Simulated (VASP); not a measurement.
Here is a VASP 6.6.1 calculation.

INCAR

```
ALGO = Normal
EDIFF = 1E-7
ENCUT = 520
GGA = PE
ISIF = 2
ISMEAR = 0
LASPH = True
LCHARG = False
LREAL = False
LWAVE = False
NBANDS = 20
NELM = 60
PREC = Accurate
SIGMA = 0.1
```

KPOINTS

```
k-points
0
Gamma
  4 4 4
```

The input POSCAR:

```
NaInTe
1.0
    4.6556110705      0.0000000000      0.0000000000
    0.0000000000      4.6556110705      0.0000000000
    0.0000000000      0.0000000000      5.8272617715
Na In Te
1 1 1
Direct
    0.0000000000      0.0000000000      0.0000000000
    0.5000000000      0.5000000000      0.5000000000
    0.0000000000      0.0000000000      0.5000000000
```

Potentials or basis: VASP PAW PBE potentials, release 64 (Na_pv, In_d, Te).

Run with:

```bash
$ cat potpaw_PBE.64/Na_pv/POTCAR potpaw_PBE.64/In_d/POTCAR potpaw_PBE.64/Te/POTCAR > POTCAR
$ mpirun -np 1 vasp_std > vasp.out
```

(1) Estimate the band gap on the k mesh.

(2) What does it give for the pressure?

## Answers

(1) zero (bands 13 and 14 overlap by 0.62 eV).

(2) 0.0 GPa.

Caveat: spin-orbit coupling is left out, which moves the levels of the heavy elements.
